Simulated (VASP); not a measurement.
# SiC (NiAs type) (P6_3/mmc) in VASP: a series of runs

Runs on SiC (NiAs type). Level: PBE. Tasks: single point.

All numbers are computed with VASP 6.6.1; they aren't measurements. Logs are shortened: lines on timing, memory, paths and dates and some standing lists are left out, and cuts for length are marked.

### 1 The cell of the first run

The structure is hexagonal, space group P6_3/mmc (No. 194). The conventional cell has a = 2.798 Å, b = 2.798 Å, c = 4.654 Å, α = 90.00°, β = 90.00°, γ = 120.00°. Si (site symmetry -3m) has 6 C at 1.99 Å and 2 Si at 2.33 Å within 2.6 Å. Within 2.6 Å of C (site symmetry -6m2) lie 6 Si at 1.99 Å.

### 2 Single point, PBE

The input, INCAR:

```
PREC = Accurate
ENCUT = 520
EDIFF = 1E-6
ISMEAR = -1
SIGMA = 0.1
LREAL = F
LASPH = T
NELM = 80
ALGO = Normal
ISIF = 2
LWAVE = F
LCHARG = F
GGA = PE
NBANDS = 16
```

The input, KPOINTS:

```
regular mesh
0
Gamma
  12 12 7
```

The input, POSCAR:

```
SiC
1.0
    2.7977404829      0.0000000000      0.0000000000
   -1.3988702415      2.4229143314      0.0000000000
    0.0000000000      0.0000000000      4.6541637599
Si C
2 2
Direct
    0.0000000000      0.0000000000      0.0000000000
    0.0000000000      0.0000000000      0.5000000000
    0.3333333333      0.6666666667      0.2500000000
    0.6666666667      0.3333333333      0.7500000000
```

Potentials or basis: VASP PAW PBE potentials, release 64 (Si, C).

Started as:

```sh
$ cat potpaw_PBE.64/Si/POTCAR potpaw_PBE.64/C/POTCAR > POTCAR
$ mpirun -np 1 vasp_std > vasp.out
```

OUTCAR:

```text
PREC = Accurate
   ENCUT = 520
   EDIFF = 1E-6
   ISMEAR = -1
   LREAL = F
   LASPH = T
   NELM = 80
   ISIF = 2
   GGA = PE

 ion  position               nearest neighbor table
   1  0.000  0.000  0.000-   3 1.99   4 1.99   4 1.99   3 1.99   4 1.99   3 1.99   2 2.33   2 2.33

   2  0.000  0.000  0.500-   3 1.99   4 1.99   4 1.99   3 1.99   4 1.99   3 1.99   1 2.33   1 2.33

   3  0.333  0.667  0.250-   1 1.99   2 1.99   1 1.99   2 1.99   1 1.99   2 1.99
   4  0.667  0.333  0.750-   1 1.99   2 1.99   1 1.99   2 1.99   1 1.99   2 1.99

  LATTYP: Found a hexagonal cell.
 ALAT       =     2.7977404829
 C/A-ratio  =     1.6635437734

  Lattice vectors:

 A1 = (   2.7977404829,   0.0000000000,   0.0000000000)
 A2 = (  -1.3988702415,   2.4229143314,   0.0000000000)
 A3 = (   0.0000000000,   0.0000000000,   4.6541637599)

Analysis of symmetry for initial positions (statically):
=====================================================================
 Subroutine PRICEL returns:
 Original cell was already a primitive cell.

 Routine SETGRP: Setting up the symmetry group for a
 hexagonal supercell.

 Subroutine GETGRP returns: Found 24 space group operations
 (whereof 12 operations were pure point group operations)
 out of a pool of 24 trial point group operations.

The static configuration has the point symmetry D_3d.
 The point group associated with its full space group is D_6h.

Analysis of symmetry for dynamics (positions and initial velocities):
=====================================================================
 Subroutine PRICEL returns:
 Original cell was already a primitive cell.

 Routine SETGRP: Setting up the symmetry group for a
 hexagonal supercell.

 Subroutine GETGRP returns: Found 24 space group operations
 (whereof 12 operations were pure point group operations)
 out of a pool of 24 trial point group operations.

The dynamic configuration has the point symmetry D_3d.
 The point group associated with its full space group is D_6h.

 Subroutine INISYM returns: Found 24 space group operations
 (whereof 12 operations are pure point group operations),
 and found     1 'primitive' translations

----------------------------------------------------------------------------------------

                                     Primitive cell

  volume of cell :      31.5491

  direct lattice vectors                    reciprocal lattice vectors
     2.797740483  0.000000000  0.000000000     0.357431294  0.206363054  0.000000000
    -1.398870242  2.422914331  0.000000000     0.000000000  0.412726107  0.000000000
     0.000000000  0.000000000  4.654163760     0.000000000  0.000000000  0.214861370

  length of vectors
     2.797740483  2.797740483  4.654163760     0.412726107  0.412726107  0.214861370

  position of ions in fractional coordinates (direct lattice)
     0.000000000  0.000000000  0.000000000
     0.000000000  0.000000000  0.500000000
     0.333333333  0.666666667  0.250000000
     0.666666667  0.333333333  0.750000000

  ion indices of the primitive-cell ions
   primitive index   ion index
                 1           1
                 2           2
                 3           3
                 4           4

----------------------------------------------------------------------------------------

 KPOINTS: regular mesh

Automatic generation of k-mesh.
 Grid dimensions read from file:
 generate k-points for:   12   12    7

 Generating k-lattice:

  Cartesian coordinates                     Fractional coordinates (reciprocal lattice)
     0.029785941  0.017196921  0.000000000     0.083333333 -0.000000000  0.000000000
     0.000000000  0.034393842  0.000000000     0.000000000  0.083333333  0.000000000
     0.000000000  0.000000000  0.030694481     0.000000000  0.000000000  0.142857143

  Length of vectors
     0.034393842  0.034393842  0.030694481

  Shift w.r.t. Gamma in fractional coordinates (k-lattice)
     0.000000000  0.000000000  0.000000000

 Subroutine IBZKPT returns following result:
 ===========================================

 Found     76 irreducible k-points:

 Following reciprocal coordinates:
            Coordinates               Weight
  0.000000  0.000000  0.000000      1.000000
  0.083333  0.000000  0.000000      6.000000
  0.166667 -0.000000  0.000000      6.000000
  0.250000  0.000000  0.000000      6.000000
  0.333333  0.000000  0.000000      6.000000
  0.416667  0.000000  0.000000      6.000000
[... 16 lines left out ...]
  0.250000  0.000000  0.142857     12.000000
  0.333333  0.000000  0.142857     12.000000
 [... further k-points ...]
   k-points           NKPTS =     76   k-points in BZ     NKDIM =     76   number of bands    NBANDS=     16
   number of dos      NEDOS =    301   number of ions     NIONS =      4
   total plane-waves  NPLWV =  20736
   dimension x,y,z NGX =    24 NGY =   24 NGZ =   36
   dimension x,y,z NGXF=    48 NGYF=   48 NGZF=   72
   ions per type =               2   2
   NGX,Y,Z   is equivalent  to a cutoff of  14.26, 14.26, 12.86 a.u.
   NGXF,Y,Z  is equivalent  to a cutoff of  28.52, 28.52, 25.72 a.u.
 SYSTEM =  unknown system
   PREC   = accura    normal or accurate (medium, high low for compatibility)
   ISTART =      0    job   : 0-new  1-cont  2-samecut
   ICHARG =      2    charge: 1-file 2-atom 10-const
   ISPIN  =      1    spin polarized calculation?
   LNONCOLLINEAR =      F non collinear calculations
   LSORBIT =      F    spin-orbit coupling
   LASPH  =      T    aspherical Exc in radial PAW
   ENCUT  =  520.0 eV  38.22 Ry    6.18 a.u.   5.20  5.20  8.65*2*pi/ulx,y,z
   NELM   =     80;   NELMIN=  2; NELMDL= -5     # of ELM steps
   EDIFF  = 0.1E-05   stopping-criterion for ELM
   LREAL  =      F    real-space projection
   EDIFFG = 0.1E-04   stopping-criterion for IOM
   NSW    =      0    number of steps for IOM
   IBRION =     -1    ionic relax: 0-MD 1-quasi-New 2-CG
   NFREE  =      0    steps in history (QN), initial steepest desc. (CG)
   ISIF   =      2    stress and relaxation
   ISYM   =      2    0-nonsym 1-usesym 2-fastsym
   POTIM  = 0.5000    time-step for ionic-motion
   TEBEG  =    0.0;   TEEND  =   0.0 temperature during run
   PSTRESS=    0.0 pullay stress
   NELECT =      16.0000    total number of electrons
   NUPDOWN=      -1.0000    fix difference up-down
   EMIN   =  10.00;   EMAX   =-10.00  energy-range for DOS
   EFERMI =   0.00;   METHOD = LEGACY
   ISMEAR =    -1;   SIGMA  =   0.10  broadening in eV -4-tet -1-fermi 0-gaus
   EFERMI_NEDOS =   21; number of points for ismear=-14 and -15
   IALGO  =     38    algorithm
   IMIX   =      4    mixing-type and parameters
     AMIX     =   0.40;   BMIX     =  1.00
     AMIX_MAG =   1.60;   BMIX_MAG =  1.00
  volume/ion in A,a.u.               =       7.89        53.23
  Fermi-wavevector in a.u.,A,eV,Ry     =   1.305527  2.467088 23.189771  1.704400
  Thomas-Fermi vector in A             =   2.436390
   LORBIT       =      0    0 simple, 1 ext, 2 COOP (PROOUT), +10 PAW based schemes
   GGA     = PE    functional components
   LHFCALC =     F    Hartree Fock is set to
   AEXX    =    0.0000 exact exchange contribution
   IVDW    =     0    specifies the selected vdW correction
   LEPSILON=     F    determine dielectric tensor
   LRPA    =     F    only Hartree local field effects (RPA)
 non-spin polarized calculation
  energy-cutoff  :      520.00
  volume of cell :       31.55
 maximum number of plane-waves:       861
 NGX is ok and might be reduce to    24
   NGX = 11   NGY = 11   NGZ = 17

 number of electron      15.9999998 magnetization

 Free energy of the ion-electron system (eV)
  ---------------------------------------------------
  ext. energy  EPLUGINS =         0.00000000
  ---------------------------------------------------
  free energy    TOTEN  =       -26.83697109 eV

  energy without entropy =      -26.82609777  energy(sigma->0) =      -26.83153443

 E-fermi :  12.9562     XC(G=0): -12.8822

 val. band max:       12.9336527996   @ k =   0.0833   0.0000   0.0000
 cond. band min:      12.9718819873   @ k =   0.1667  -0.0000   0.0000
 fundamental gap:      0.0382291876
 Fermi energy:        12.9561998950

 k-point     1 :       0.0000    0.0000    0.0000
  band No.  band energies     occupation
      1      -5.9904      2.00000
      2      -0.8594      2.00000
      3       1.0414      2.00000
      4      12.1069      1.99959
      5      12.1069      1.99959
      6      12.7822      1.70138
[... 8 lines left out ...]
     15      23.1466      0.00000
     16      23.2058      0.00000

 k-point     2 :       0.0833    0.0000    0.0000
  band No.  band energies     occupation
      1      -5.8338      2.00000
      2      -0.7275      2.00000
      3       1.2013      2.00000
      4      10.9376      2.00000
      5      11.5488      2.00000
      6      12.3666      1.99452
[... 8 lines left out ...]
     15      22.2117      0.00000
     16      22.6167      0.00000

 k-point     3 :       0.1667   -0.0000    0.0000
  band No.  band energies     occupation
      1      -5.3658      2.00000
      2      -0.3376      2.00000
      3       1.6778      2.00000
      4       8.7278      2.00000
      5      10.6847      2.00000
      6      11.0743      2.00000
[... 8 lines left out ...]
     15      22.7160      0.00000
     16      23.5554      0.00000

 k-point     4 :       0.2500    0.0000    0.0000
  band No.  band energies     occupation
      1      -4.5913      2.00000
      2       0.2839      2.00000
      3       2.4598      2.00000
      4       6.3610      2.00000
      5       9.3963      2.00000
      6       9.8915      2.00000
[... 8 lines left out ...]
     15      23.9869      0.00000
     16      24.3732      0.00000
[... 324 lines left out ...]
 k-point    22 :       0.1667   -0.0000    0.1429
  band No.  band energies     occupation
      1      -5.2421      2.00000
      2      -1.1601      2.00000
      3       2.6948      2.00000
      4       8.8202      2.00000
      5      10.7711      2.00000
      6      10.8862      2.00000
[... 8 lines left out ...]
     15      23.0005      0.00000
     16      23.1778      0.00000

 k-point    23 :       0.2500    0.0000    0.1429
  band No.  band energies     occupation
      1      -4.4690      2.00000
      2      -0.4750      2.00000
      3       3.3819      2.00000
      4       6.4873      2.00000
      5       9.0868      2.00000
      6       9.9868      2.00000
[... 8 lines left out ...]
     15      24.4403      0.00000
     16      24.6719      0.00000

 k-point    24 :       0.3333    0.0000    0.1429
  band No.  band energies     occupation
      1      -3.4002      2.00000
      2       0.3973      2.00000
      3       3.7769      2.00000
      4       4.8611      2.00000
      5       7.1990      2.00000
      6       9.3792      2.00000
[... 8 lines left out ...]
     15      25.7694      0.00000
     16      26.2058      0.00000

 [... further k-points ...]
[... 5 lines left out ...]
  --------------------------------------------------------------------------------------
  -------------------------------------------------------------------------------------
  Total        4.1582673      4.1582673      4.0850372     -0.0000000      0.0000000      0.0000000
  in kB      211.1717618    211.1717618    207.4528731     -0.0000000      0.0000000      0.0000000
  external PRESSURE =     209.9321322 kB  Pullay stress =       0.0000000 kB

 VOLUME and BASIS-vectors are now :
 -----------------------------------------------------------------------------
  energy-cutoff  :      520.00
  volume of cell :       31.55
      direct lattice vectors                 reciprocal lattice vectors
     2.797740483  0.000000000  0.000000000     0.357431294  0.206363054  0.000000000
    -1.398870242  2.422914331  0.000000000     0.000000000  0.412726107  0.000000000
     0.000000000  0.000000000  4.654163760     0.000000000  0.000000000  0.214861370

 POSITION                                       TOTAL-FORCE (eV/Angst)
 -----------------------------------------------------------------------------------
      0.00000      0.00000      0.00000        -0.000000      0.000000      0.000000
      0.00000      0.00000      2.32708         0.000000      0.000000      0.000000
     -0.00000      1.61528      1.16354         0.000000     -0.000000     -0.000000
      1.39887      0.80764      3.49062         0.000000      0.000000     -0.000000
 -----------------------------------------------------------------------------------
    total drift:                               -0.000000      0.000000     -0.000000

  FREE ENERGIE OF THE ION-ELECTRON SYSTEM (eV)
  ---------------------------------------------------
  free  energy   TOTEN  =       -26.8369710935 eV

  energy  without entropy=      -26.8260977693  energy(sigma->0) =      -26.83153443
```

Run time: 15 s. Hardware: 1 thread of Intel Xeon 6975P-C (Granite Rapids), shared host; peak memory 0.16 GiB.

What came out:

- Free energy: -26.8370 eV
- Pressure: 21.0 GPa
- Band gap on the k mesh: zero (band 8 reaches 13.00 eV, above the bottom of band 9 at 11.91 eV)

Levels at points of the mesh, in eV from the Fermi level:
```csv
k point,band 5,band 6,band 7,band 8,band 9,band 10,band 11,band 12
"(0.00, 0.00, 0.00)",-0.85,-0.17,-0.17,0.05,5.66,6.37,8.33,8.56
"(0.50, 0.00, 0.00)",-7.25,-5.34,-4.19,-1.04,2.00,3.42,5.77,6.16
```

### 3 Single point, PBE

The input, INCAR:

```
SYSTEM = SiC
ALGO     = Normal         ! electronic algorithm
EDIFF    = 1E-6           ! SCF threshold, eV
ENCUT    = 520            ! plane-wave cutoff, eV
GGA      = PE             ! functional
ISIF     = 2              ! what is computed and relaxed
ISMEAR   = -1             ! smearing method
LASPH    = .True.         ! aspherical terms in the spheres
LCHARG   = .False.        ! write CHGCAR
LREAL    = .False.        ! projectors in reciprocal space
LWAVE    = .False.        ! write WAVECAR
NBANDS   = 16             ! bands
NELM     = 80             ! most SCF steps
PREC     = Accurate       ! precision mode
SIGMA    = 0.1            ! smearing width, eV
```

The input, KPOINTS:

```
k-points
0
Gamma
  12 12 7
  0 0 0
```

POSCAR: that of step 2 with these lines changed.

```diff
@@ -3,4 +3,4 @@
     2.7977404829      0.0000000000      0.0000000000
-   -1.3988702415      2.4229143314      0.0000000000
-    0.0000000000      0.0000000000      4.6541637599
+   -1.3988702414      2.4229143314      0.0000000000
+    0.0000000000      0.0000000000      4.6541637598
 Si C
```

Potentials or basis: VASP PAW PBE potentials, release 64 (Si, C).

Started as:

```sh
$ cat potpaw_PBE.64/Si/POTCAR potpaw_PBE.64/C/POTCAR > POTCAR
$ mpirun -np 1 vasp_std > vasp.out
```

Run time: 15 s. Hardware: 1 thread of Intel Xeon 6975P-C (Granite Rapids), shared host; peak memory 0.16 GiB.

It converged, with:

```
Free energy            : -26.8370 eV
Pressure               : 21.0 GPa
Band gap on the k mesh : zero (band 8 reaches 13.00 eV, above the bottom of band 9 at 11.91 eV)
```

Stress tensor (GPa, compression positive):
```
21.12  0.00  0.00
 0.00 21.12  0.00
 0.00  0.00 20.75
```

Levels at points of the mesh, in eV from the Fermi level:
| k point | band 4 | band 5 | band 6 | band 7 | band 8 | band 9 | band 10 | band 11 | band 12 | band 13 |
| --- | --- | --- | --- | --- | --- | --- | --- | --- | --- | --- |
| (0.00, 0.00, 0.00) | -0.85 | -0.85 | -0.17 | -0.17 | 0.05 | 5.66 | 6.37 | 8.33 | 8.56 | 8.56 |
| (0.50, 0.00, 0.00) | -8.57 | -7.25 | -5.34 | -4.19 | -1.04 | 2.00 | 3.42 | 5.77 | 6.16 | 10.07 |
